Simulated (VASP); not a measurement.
# Be5Sn (P-6m2) in VASP: further runs

Runs on Be5Sn. Level: PBE. Tasks: single point.

All numbers are computed with VASP 6.6.1; they aren't measurements. Logs are shortened: lines on timing, memory, paths and dates and some standing lists are left out, and cuts for length are marked.

### Step 1. The cell of the first run

It takes space group P-6m2 (No. 187, hexagonal). Conventional cell: a = 2.714 Å, b = 2.714 Å, c = 11.075 Å, α = 90.00°, β = 90.00°, γ = 120.00°. Be (site symmetry 3m) has 12 Be at 2.29 to 2.71 Å within 3.0 Å. Within 3.0 Å of Be (site symmetry 3m) lie 9 Be at 2.29 to 2.71 Å and 3 Sn at 2.71 Å. Within 3.0 Å of Be (site symmetry -6m2) lie 12 Be at 2.29 to 2.71 Å. Sn (site symmetry -6m2) has 6 Be at 2.71 Å and 6 Sn at 2.71 Å within 3.6 Å.

### Step 2. Single point, PBE

Contents of INCAR:

```
SYSTEM = Be5Sn
ALGO = Normal
EDIFF = 1E-6
ENCUT = 520
GGA = PE
ISIF = 2
ISMEAR = 0
LASPH = .True.
LCHARG = .False.
LREAL = .False.
LWAVE = .False.
NBANDS = 21
NELM = 100
PREC = Accurate
SIGMA = 0.1
```

Contents of KPOINTS:

```
k-points
0
Gamma
  6 6 2
  0 0 0
```

Contents of POSCAR:

```
Be5Sn
1.0
    2.7144808900      0.0000000000      0.0000000000
   -1.3572404400      2.3508094100      0.0000000000
    0.0000000000      0.0000000000     11.0750068400
Be Sn
5 1
Direct
    0.0000000000      0.0000000000      0.6501677900
    0.3333333300      0.6666666700      0.8003355800
    0.3333333300      0.6666666700      0.1996644200
    0.0000000000      0.0000000000      0.3498322100
    0.6666666700      0.3333333300      0.5000000000
    0.0000000000      0.0000000000      0.0000000000
```

Potentials or basis: VASP PAW PBE potentials, release 64 (Be, Sn_d).

Launch:

```sh
$ cat potpaw_PBE.64/Be/POTCAR potpaw_PBE.64/Sn_d/POTCAR > POTCAR
$ mpirun -np 1 vasp_std > vasp.out
```

OUTCAR:

```text
SYSTEM = Be5Sn
   EDIFF = 1E-6
   ENCUT = 520
   GGA = PE
   ISIF = 2
   ISMEAR = 0
   LASPH = .True.
   LREAL = .False.
   NELM = 100
   PREC = Accurate

 ion  position               nearest neighbor table
   1  0.000  0.000  0.650-   5 2.29   2 2.29   5 2.29   2 2.29   5 2.29   2 2.29
   2  0.333  0.667  0.800-   1 2.29   1 2.29   1 2.29   6 2.71   6 2.71   6 2.71
   3  0.333  0.667  0.200-   4 2.29   4 2.29   4 2.29   6 2.71   6 2.71   6 2.71
   4  0.000  0.000  0.350-   5 2.29   3 2.29   5 2.29   3 2.29   5 2.29   3 2.29
   5  0.667  0.333  0.500-   1 2.29   4 2.29   1 2.29   4 2.29   1 2.29   4 2.29
   6  0.000  0.000  0.000-   2 2.71   3 2.71   2 2.71   3 2.71   2 2.71   3 2.71

  LATTYP: Found a hexagonal cell.
 ALAT       =     2.7144808900
 C/A-ratio  =     4.0799723000

  Lattice vectors:

 A1 = (   2.7144808900,   0.0000000000,   0.0000000000)
 A2 = (  -1.3572404400,   2.3508094100,   0.0000000000)
 A3 = (   0.0000000000,   0.0000000000,  11.0750068400)

Analysis of symmetry for initial positions (statically):
=====================================================================
 Subroutine PRICEL returns:
 Original cell was already a primitive cell.

 Routine SETGRP: Setting up the symmetry group for a
 hexagonal supercell.

 Subroutine GETGRP returns: Found 12 space group operations
 (whereof 12 operations were pure point group operations)
 out of a pool of 24 trial point group operations.

The static configuration has the point symmetry D_3h.

Analysis of symmetry for dynamics (positions and initial velocities):
=====================================================================
 Subroutine PRICEL returns:
 Original cell was already a primitive cell.

 Routine SETGRP: Setting up the symmetry group for a
 hexagonal supercell.

 Subroutine GETGRP returns: Found 12 space group operations
 (whereof 12 operations were pure point group operations)
 out of a pool of 24 trial point group operations.

The dynamic configuration has the point symmetry D_3h.

 Subroutine INISYM returns: Found 12 space group operations
 (whereof 12 operations are pure point group operations),
 and found     1 'primitive' translations

----------------------------------------------------------------------------------------

                                     Primitive cell

  volume of cell :      70.6721

  direct lattice vectors                    reciprocal lattice vectors
     2.714480890  0.000000000  0.000000000     0.368394563  0.212692699  0.000000000
    -1.357240440  2.350809410  0.000000000     0.000000000  0.425385399  0.000000000
     0.000000000  0.000000000 11.075006840     0.000000000  0.000000000  0.090293398

  length of vectors
     2.714480890  2.714480889 11.075006840     0.425385399  0.425385399  0.090293398

  position of ions in fractional coordinates (direct lattice)
     0.000000000  0.000000000  0.650167790
     0.333333330  0.666666670  0.800335580
     0.333333330  0.666666670  0.199664420
     0.000000000  0.000000000  0.349832210
     0.666666670  0.333333330  0.500000000
     0.000000000  0.000000000  0.000000000

  ion indices of the primitive-cell ions
   primitive index   ion index
                 1           1
                 2           2
                 3           3
                 4           4
                 5           5
                 6           6

----------------------------------------------------------------------------------------

 KPOINTS: k-points

Automatic generation of k-mesh.
 Grid dimensions read from file:
 generate k-points for:    6    6    2

 Generating k-lattice:

  Cartesian coordinates                     Fractional coordinates (reciprocal lattice)
     0.061399094  0.035448783  0.000000000     0.166666667  0.000000000  0.000000000
     0.000000000  0.070897567  0.000000000     0.000000000  0.166666667  0.000000000
     0.000000000  0.000000000  0.045146699     0.000000000  0.000000000  0.500000000

  Length of vectors
     0.070897567  0.070897567  0.045146699

  Shift w.r.t. Gamma in fractional coordinates (k-lattice)
     0.000000000  0.000000000  0.000000000

 Subroutine IBZKPT returns following result:
 ===========================================

 Found     14 irreducible k-points:

 Following reciprocal coordinates:
            Coordinates               Weight
  0.000000  0.000000  0.000000      1.000000
  0.166667  0.000000  0.000000      6.000000
  0.333333  0.000000  0.000000      6.000000
  0.500000  0.000000  0.000000      3.000000
  0.166667  0.166667  0.000000      6.000000
  0.333333  0.166667  0.000000     12.000000
  0.333333  0.333333  0.000000      2.000000
  0.000000  0.000000  0.500000      1.000000
  0.166667  0.000000  0.500000      6.000000
  0.333333  0.000000  0.500000      6.000000
  0.500000  0.000000  0.500000      3.000000
  0.166667  0.166667  0.500000      6.000000
  0.333333  0.166667  0.500000     12.000000
  0.333333  0.333333  0.500000      2.000000
   k-points           NKPTS =     14   k-points in BZ     NKDIM =     14   number of bands    NBANDS=     21
   number of dos      NEDOS =    301   number of ions     NIONS =      6
   total plane-waves  NPLWV =  33600
   dimension x,y,z NGX =    20 NGY =   20 NGZ =   84
   dimension x,y,z NGXF=    40 NGYF=   40 NGZF=  168
   ions per type =               5   1
   NGX,Y,Z   is equivalent  to a cutoff of  12.25, 12.25, 12.61 a.u.
   NGXF,Y,Z  is equivalent  to a cutoff of  24.50, 24.50, 25.22 a.u.
 SYSTEM =  Be5Sn
   PREC   = accura    normal or accurate (medium, high low for compatibility)
   ISTART =      0    job   : 0-new  1-cont  2-samecut
   ICHARG =      2    charge: 1-file 2-atom 10-const
   ISPIN  =      1    spin polarized calculation?
   LNONCOLLINEAR =      F non collinear calculations
   LSORBIT =      F    spin-orbit coupling
   LASPH  =      T    aspherical Exc in radial PAW
   ENCUT  =  520.0 eV  38.22 Ry    6.18 a.u.   5.05  5.05 20.59*2*pi/ulx,y,z
   NELM   =    100;   NELMIN=  2; NELMDL= -5     # of ELM steps
   EDIFF  = 0.1E-05   stopping-criterion for ELM
   LREAL  =      F    real-space projection
[... 7 lines left out ...]
   TEBEG  =    0.0;   TEEND  =   0.0 temperature during run
   PSTRESS=    0.0 pullay stress
   NELECT =      24.0000    total number of electrons
   NUPDOWN=      -1.0000    fix difference up-down
   EMIN   =  10.00;   EMAX   =-10.00  energy-range for DOS
   EFERMI =   0.00;   METHOD = LEGACY
   ISMEAR =     0;   SIGMA  =   0.10  broadening in eV -4-tet -1-fermi 0-gaus
   EFERMI_NEDOS =   21; number of points for ismear=-14 and -15
   IALGO  =     38    algorithm
   IMIX   =      4    mixing-type and parameters
     AMIX     =   0.40;   BMIX     =  1.00
     AMIX_MAG =   1.60;   BMIX_MAG =  1.00
  volume/ion in A,a.u.               =      11.78        79.49
  Fermi-wavevector in a.u.,A,eV,Ry     =   1.142166  2.158381 17.749383  1.304543
  Thomas-Fermi vector in A             =   2.278864
   LORBIT       =      0    0 simple, 1 ext, 2 COOP (PROOUT), +10 PAW based schemes
   GGA     = PE    functional components
   LHFCALC =     F    Hartree Fock is set to
   AEXX    =    0.0000 exact exchange contribution
   IVDW    =     0    specifies the selected vdW correction
   LEPSILON=     F    determine dielectric tensor
   LRPA    =     F    only Hartree local field effects (RPA)
 non-spin polarized calculation
 Gauss-broadening in eV      SIGMA  =   0.10
  energy-cutoff  :      520.00
  volume of cell :       70.67
 maximum number of plane-waves:      1920
   NGX = 11   NGY = 11   NGZ = 41

 number of electron      23.9999995 magnetization

 Free energy of the ion-electron system (eV)
  ---------------------------------------------------
  ext. energy  EPLUGINS =         0.00000000
  ---------------------------------------------------
  free energy    TOTEN  =       -17.98648890 eV

  energy without entropy =      -17.97034272  energy(sigma->0) =      -17.97841581

 E-fermi :   7.3201     XC(G=0): -10.3803

 val. band max:        7.1955642510   @ k =   0.3333   0.1667   0.0000
 cond. band min:       7.3335643896   @ k =   0.3333   0.0000   0.0000
 fundamental gap:      0.1380001386
 Fermi energy:         7.3201152993

 k-point     1 :       0.0000    0.0000    0.0000
  band No.  band energies     occupation
      1     -15.5152      2.00000
      2     -15.4335      2.00000
      3     -15.4335      2.00000
      4     -14.7651      2.00000
      5     -14.7651      2.00000
      6      -6.8951      2.00000
[... 13 lines left out ...]
     20      17.5307      0.00000
     21      19.0874      0.00000

 k-point     2 :       0.1667    0.0000    0.0000
  band No.  band energies     occupation
      1     -15.5527      2.00000
      2     -15.2973      2.00000
      3     -15.2269      2.00000
      4     -14.9127      2.00000
      5     -14.7949      2.00000
      6      -6.1213      2.00000
[... 13 lines left out ...]
     20      16.1193      0.00000
     21      16.8630      0.00000

 k-point     3 :       0.3333    0.0000    0.0000
  band No.  band energies     occupation
      1     -15.7619      2.00000
      2     -15.1893      2.00000
      3     -14.9139      2.00000
      4     -14.8541      2.00000
      5     -14.7941      2.00000
      6      -3.6757      2.00000
[... 13 lines left out ...]
     20      13.9268      0.00000
     21      15.9533      0.00000

 k-point     4 :       0.5000    0.0000    0.0000
  band No.  band energies     occupation
      1     -15.8671      2.00000
      2     -15.3196      2.00000
      3     -14.8835      2.00000
      4     -14.7332      2.00000
      5     -14.5670      2.00000
      6       0.1645      2.00000
[... 13 lines left out ...]
     20      13.0724      0.00000
     21      13.1475      0.00000

 k-point     5 :       0.1667    0.1667    0.0000
  band No.  band energies     occupation
      1     -15.5340      2.00000
      2     -15.2665      2.00000
      3     -15.0956      2.00000
      4     -14.8670      2.00000
      5     -14.8311      2.00000
      6      -4.4961      2.00000
[... 13 lines left out ...]
     20      14.6904      0.00000
     21      14.8372      0.00000

 k-point     6 :       0.3333    0.1667    0.0000
  band No.  band energies     occupation
      1     -15.6086      2.00000
      2     -15.2485      2.00000
      3     -14.9584      2.00000
      4     -14.9219      2.00000
      5     -14.6753      2.00000
      6      -1.1345      2.00000
[... 13 lines left out ...]
     20      11.5285      0.00000
     21      13.2843      0.00000

 k-point     7 :       0.3333    0.3333    0.0000
  band No.  band energies     occupation
      1     -15.1510      2.00000
      2     -15.1508      2.00000
      3     -15.1385      2.00000
      4     -15.1384      2.00000
      5     -14.8110      2.00000
      6       2.7997      2.00000
[... 13 lines left out ...]
     20      10.5308      0.00000
     21      12.5390      0.00000

 k-point     8 :       0.0000    0.0000    0.5000
  band No.  band energies     occupation
      1     -15.5152      2.00000
      2     -15.4335      2.00000
      3     -15.4335      2.00000
      4     -14.7651      2.00000
      5     -14.7651      2.00000
      6      -6.8950      2.00000
[... 13 lines left out ...]
     20      17.6447      0.00000
     21      18.2976      0.00000

 k-point     9 :       0.1667    0.0000    0.5000
  band No.  band energies     occupation
      1     -15.5527      2.00000
      2     -15.2973      2.00000
      3     -15.2268      2.00000
      4     -14.9127      2.00000
      5     -14.7949      2.00000
      6      -6.1211      2.00000
[... 13 lines left out ...]
     20      16.8032      0.00000
     21      17.6426      0.00000

 k-point    10 :       0.3333    0.0000    0.5000
  band No.  band energies     occupation
      1     -15.7619      2.00000
      2     -15.1893      2.00000
      3     -14.9139      2.00000
      4     -14.8541      2.00000
      5     -14.7941      2.00000
      6      -3.6754      2.00000
[... 13 lines left out ...]
     20      14.2383      0.00000
     21      15.0294      0.00000

 k-point    11 :       0.5000    0.0000    0.5000
  band No.  band energies     occupation
      1     -15.8671      2.00000
      2     -15.3196      2.00000
      3     -14.8836      2.00000
      4     -14.7333      2.00000
      5     -14.5670      2.00000
      6       0.1650      2.00000
[... 13 lines left out ...]
     20      13.6442      0.00000
     21      14.4480      0.00000

 k-point    12 :       0.1667    0.1667    0.5000
  band No.  band energies     occupation
      1     -15.5340      2.00000
      2     -15.2665      2.00000
      3     -15.0956      2.00000
      4     -14.8671      2.00000
      5     -14.8311      2.00000
      6      -4.4959      2.00000
[... 13 lines left out ...]
     20      12.9699      0.00000
     21      14.8429      0.00000

 k-point    13 :       0.3333    0.1667    0.5000
  band No.  band energies     occupation
      1     -15.6086      2.00000
      2     -15.2485      2.00000
      3     -14.9584      2.00000
      4     -14.9219      2.00000
      5     -14.6753      2.00000
      6      -1.1339      2.00000
[... 13 lines left out ...]
     20      12.1898      0.00000
     21      12.3767      0.00000

 k-point    14 :       0.3333    0.3333    0.5000
  band No.  band energies     occupation
      1     -15.1510      2.00000
      2     -15.1508      2.00000
      3     -15.1385      2.00000
      4     -15.1384      2.00000
      5     -14.8110      2.00000
      6       2.8004      2.00000
[... 13 lines left out ...]
     20      10.9753      0.00000
     21      11.9494      0.00000

------------------------ aborting loop because EDIFF is reached ----------------------------------------

  FORCE on cell =-STRESS in cart. coord.  units (eV):
  Direction    XX          YY          ZZ          XY          YZ          ZX
  --------------------------------------------------------------------------------------
  -------------------------------------------------------------------------------------
  Total        3.5655352      3.5655352      2.9579938      0.0000000     -0.0000000      0.0000000
  in kB       80.8327020     80.8327021     67.0593957      0.0000002     -0.0000000      0.0000000
  external PRESSURE =      76.2415999 kB  Pullay stress =       0.0000000 kB

 VOLUME and BASIS-vectors are now :
 -----------------------------------------------------------------------------
  energy-cutoff  :      520.00
  volume of cell :       70.67
      direct lattice vectors                 reciprocal lattice vectors
     2.714480890  0.000000000  0.000000000     0.368394563  0.212692699  0.000000000
    -1.357240440  2.350809410  0.000000000     0.000000000  0.425385399  0.000000000
     0.000000000  0.000000000 11.075006840     0.000000000  0.000000000  0.090293398

 POSITION                                       TOTAL-FORCE (eV/Angst)
 -----------------------------------------------------------------------------------
      0.00000      0.00000      7.20061         0.000000     -0.000000      0.180654
     -0.00000      1.56721      8.86372        -0.000000      0.000000     -0.785176
     -0.00000      1.56721      2.21128        -0.000000      0.000000      0.785176
      0.00000      0.00000      3.87439         0.000000      0.000000     -0.180654
      1.35724      0.78360      5.53750        -0.000000      0.000000     -0.000000
      0.00000      0.00000      0.00000         0.000000      0.000000     -0.000000
 -----------------------------------------------------------------------------------
    total drift:                               -0.000000      0.000000     -0.000000

  FREE ENERGIE OF THE ION-ELECTRON SYSTEM (eV)
  ---------------------------------------------------
  free  energy   TOTEN  =       -17.9864888951 eV

  energy  without entropy=      -17.9703427170  energy(sigma->0) =      -17.97841581
```

Wall time 12 s (1 thread of Intel Xeon 6975P-C (Granite Rapids), shared host); peak memory 0.17 GiB.

What came out:

```
Free energy            : -17.9865 eV
Pressure               : 7.6 GPa
Largest force          : 0.785 eV/Å
Band gap on the k mesh : zero (band 12 reaches 9.85 eV, above the bottom of band 13 at 5.62 eV)
```

Forces in eV/Å, atoms in the order of the input:
```
Be   0.000  0.000  0.181
Be   0.000  0.000 -0.785
Be   0.000  0.000  0.785
Be   0.000  0.000 -0.181
Be   0.000  0.000  0.000
Sn   0.000  0.000  0.000
```

Caveat: the k points lie up to 0.45 Å⁻¹ apart; spin-orbit coupling is left out, which moves the levels of the heavy elements.

### Step 3. Single point, PBE

This run uses another cell than the first one, of 12.83 Å³/atom, 1.089 times its volume.

Contents of INCAR:

```
SYSTEM = Be5Sn
PREC = Accurate
ENCUT = 520
EDIFF = 1E-6
ISMEAR = 0
SIGMA = 0.1
LREAL = .FALSE.
LASPH = .TRUE.
NELM = 60
ALGO = Fast
ISIF = 2
LWAVE = .FALSE.
LCHARG = .FALSE.
GGA = PE
NBANDS = 21
```

Contents of KPOINTS:

```
regular mesh
0
G
  6 6 2
  0 0 0
```

Contents of POSCAR:

```
Be5Sn
1.0
    2.7990651423     -0.0000000030      0.0000000000
   -1.3995325686      2.4240615216      0.0000000000
    0.0000000000      0.0000000000     11.3427461858
Be Sn
5 1
Direct
    0.0000000000      0.0000000000      0.6454135792
    0.3333333333      0.6666666667      0.7836045885
    0.3333333333      0.6666666667      0.2163954115
    0.0000000000      0.0000000000      0.3545864208
    0.6666666667      0.3333333333      0.5000000000
    0.0000000000      0.0000000000      0.0000000000
```

Potentials or basis: VASP PAW PBE potentials, release 64 (Be, Sn_d).

Launch:

```sh
$ cat potpaw_PBE.64/Be/POTCAR potpaw_PBE.64/Sn_d/POTCAR > POTCAR
$ mpirun -np 1 vasp_std > vasp.out
```

It took 14 s on 1 thread of Intel Xeon 6975P-C (Granite Rapids), shared host; peak memory 0.2 GiB.

It converged, with:

* Free energy: -18.2616 eV
* Pressure: 0.0 GPa
* Largest force: 0.005 eV/Å
* Band gap on the k mesh: zero (band 12 reaches 8.85 eV, above the bottom of band 13 at 4.58 eV)

Forces on the atoms (eV/Å):
```
Be   0.000  0.000 -0.001
Be   0.000  0.000  0.005
Be   0.000  0.000 -0.005
Be   0.000  0.000  0.001
Be   0.000  0.000  0.000
Sn   0.000  0.000  0.000
```

Levels at points of the mesh, in eV from the Fermi level:
```
           k point  band 10  band 11  band 12  band 13  band 14  band 15
(0.00, 0.00, 0.00)    -6.02    -2.07    -0.27     5.44     7.92     8.34
(0.50, 0.00, 0.00)    -3.63    -3.09    -1.72    -0.10     0.35     0.55
(0.00, 0.00, 0.50)    -4.37    -3.51     0.95     4.06     8.36     8.36
(0.50, 0.00, 0.50)    -3.37    -2.78    -2.24    -0.47     0.88     1.26
```

Caveat: the k points lie up to 0.43 Å⁻¹ apart; spin-orbit coupling is left out, which moves the levels of the heavy elements.
